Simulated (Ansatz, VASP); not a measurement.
## Two plane-wave programs on Mg3Al3Pd2

The input INCAR:

```
SYSTEM = Mg3Al3Pd2
PREC     = Accurate       ! precision mode
ENCUT    = 600            ! plane-wave cutoff, eV
EDIFF    = 1E-7           ! SCF threshold, eV
ISMEAR   = 0              ! smearing method
SIGMA    = 0.1            ! smearing width, eV
LREAL    = .False.        ! projectors in reciprocal space
LASPH    = .True.         ! aspherical terms in the spheres
NELM     = 100            ! most SCF steps
ALGO     = Fast           ! electronic algorithm
ISIF     = 3              ! what is computed and relaxed
LWAVE    = .False.        ! write WAVECAR
LCHARG   = .False.        ! write CHGCAR
GGA      = PE             ! functional
IBRION   = 2              ! ionic algorithm
NSW      = 100            ! ionic steps
EDIFFG   = -0.01          ! ionic threshold
```

KPOINTS

```
Automatic mesh
0
Gamma
  8 8 8
  0 0 0
```

The input POSCAR:

```
Mg3Al3Pd2
1.0
    5.4505676268      0.0000000000      0.0000000000
    0.0000000000      5.4505676268      0.0000000000
    0.0000000000      0.0000000000      5.4505676268
Mg Al Pd
3 3 2
Direct
    0.5000000000      0.0000000000      0.0000000000
    0.0000000000      0.5000000000      0.0000000000
    0.0000000000      0.0000000000      0.5000000000
    0.0000000000      0.5000000000      0.5000000000
    0.5000000000      0.0000000000      0.5000000000
    0.5000000000      0.5000000000      0.0000000000
    0.0000000000      0.0000000000      0.0000000000
    0.5000000000      0.5000000000      0.5000000000
```

Input for Ansatz:

```yaml
crystal:
  lattice:
    - [5.4505676268, 0.0, 0.0]
    - [0.0, 5.4505676268, 0.0]
    - [0.0, 0.0, 5.4505676268]
  atoms:
    - { symbol: Mg, position: [0.5, 0.0, 0.0] }
    - { symbol: Mg, position: [0.0, 0.5, 0.0] }
    - { symbol: Mg, position: [0.0, 0.0, 0.5] }
    - { symbol: Al, position: [0.0, 0.5, 0.5] }
    - { symbol: Al, position: [0.5, 0.0, 0.5] }
    - { symbol: Al, position: [0.5, 0.5, 0.0] }
    - { symbol: Pd, position: [0.0, 0.0, 0.0] }
    - { symbol: Pd, position: [0.5, 0.5, 0.5] }
basis:
  ecutwfc: 420
kpoints:
  mp_grid: { grid: [8, 8, 8] }
hamiltonian:
  xc: pbe
scf:
  occupations: { method: gaussian, width: 0.1 }
output:
  forces: true
  stress: true
  eigenvalues: true
relax:
  adjacent_minimum: "off"
  f_tol: 0.01
  max_steps: 80
  cell: { stress_tol: 0.05 }
```

Alike in both runs: task relaxation of cell and atoms; functional PBE; k mesh 8 × 8 × 8; occupations gaussian, width 0.1 eV; no spin polarisation.

|  | VASP | Ansatz |
| --- | --- | --- |
| version | VASP 6.6.1 | Ansatz 0.2.0 |
| potentials or method | VASP PAW PBE potentials, release 64 (Mg, Al, Pd), cutoff 600 eV | scalar-relativistic, plane waves, PAW |
| valence electrons in the cell | 35 | 75 |

|  | VASP | Ansatz | Ansatz less VASP |
| --- | --- | --- | --- |
| gap on the k mesh at the Fermi level, each at its own relaxed structure (eV) | none | none | - |
| relaxed volume (Å³/atom) | 20.44 | 20.45 | +0.018 |
| relaxed length of the cell vector where the two differ most in proportion (Å) | 5.468 | 5.470 | +0.0016 |

A gap of «none» marks a metal or a gap that the smearing closes. VASP's potentials hold 35 valence electrons a cell and Ansatz's 75, so a difference there can come from the potentials and not from the codes.
